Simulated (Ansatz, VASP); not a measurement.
# Be3Te2S: VASP beside Ansatz

```
S Be Te
1.0
    -1.91314    5.73066    2.68880
     1.91314   -5.73066    2.68880
     1.91314    5.73066   -2.68880
S Be Te
1 3 2
Direct
  0.99971 0.99971 0.00000
  0.20887 0.70887 0.50000
  0.62202 0.77175 0.85027
  0.92148 0.77175 0.14973
  0.33495 0.99897 0.33598
  0.66298 0.99897 0.66402
```

Alike in both runs: task single point; functional r2SCAN; k mesh 6 × 6 × 6; no spin polarisation.

```csv
,VASP,Ansatz
version,VASP 6.6.1,Ansatz 0.2.0
potentials or method,"VASP PAW PBE potentials, release 64 (S, Be, Te)","plane waves, PAW"
plane-wave cutoff (eV),520,500
occupations,"gaussian, width 0.01 eV",fixed
valence electrons in the cell,24,44
```

VASP gave:

```
gap on the k mesh at the Fermi level (eV) : 2.07
pressure (GPa)                            : 0.2
rms of the force components (eV/Å)        : 0.006
```

Task: Which values does Ansatz return?

Result: gap on the k mesh at the Fermi level (eV): 2.08; pressure (GPa): 0.0; rms of the force components (eV/Å): 0.001.

VASP's potentials were made for PBE, not for r2SCAN. VASP's potentials hold 24 valence electrons a cell and Ansatz's 44, so a difference there can come from the potentials and not from the codes.

Spin-orbit coupling is off throughout.
